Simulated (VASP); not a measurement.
Input of a VASP 6.6.1 run:

File POSCAR:

```
Pd
1.0
   -1.5722810000      1.5722810000      1.5722810000
    1.5722810000     -1.5722810000      1.5722810000
    1.5722810000      1.5722810000     -1.5722810000
Pd
1
Direct
    0.0000000000      0.0000000000      0.0000000000
```

The input INCAR.step1:

```
SYSTEM = Pd
PREC = Accurate
ENCUT = 510
EDIFF = 1E-5
ISMEAR = -1
SIGMA = 0.05
LREAL = .FALSE.
LASPH = .TRUE.
NELM = 120
ALGO = Normal
ISIF = 2
LWAVE = .TRUE.
LCHARG = .FALSE.
NBANDS = 15
GGA = PE
GGA_COMPAT = .FALSE.
```

The input INCAR.step2:

```
SYSTEM = Pd
PREC = Accurate
ENCUT = 510
EDIFF = 1E-6
ISMEAR = -1
SIGMA = 0.05
LREAL = .FALSE.
LASPH = .TRUE.
NELM = 120
ALGO = Normal
ISIF = 2
LWAVE = .FALSE.
LCHARG = .FALSE.
METAGGA = R2SCAN
LHFCALC = .TRUE.
AEXX = 0.1
LMIXTAU = .TRUE.
PRECFOCK = Normal
NBANDS = 15
ISTART = 1
GGA_COMPAT = .FALSE.
```

KPOINTS

```
regular mesh
0
G
  6 6 6
  0 0 0
```

Potentials or basis: VASP PAW PBE potentials, release 64 (Pd_sv_GW).

Launch:

```sh
$ cat potpaw_PBE.64/Pd_sv_GW/POTCAR > POTCAR
$ cp INCAR.step1 INCAR
$ mpirun -np 1 vasp_std > vasp.out
$ cp INCAR.step2 INCAR
$ mpirun -np 1 vasp_std > vasp.out
```

**Question.** What does it give for the pressure?

**Answer.** -11.3 GPa.

**Question.** What does it give for the band gap on the k mesh?

**Answer.** Zero (bands 9 and 10 overlap by 2.08 eV).

Caveat: the k points lie up to 0.47 Å⁻¹ apart, too coarse for converged energies and pressures of a metal; the PAW data sets were made with another functional, which shifts forces and pressure a little.
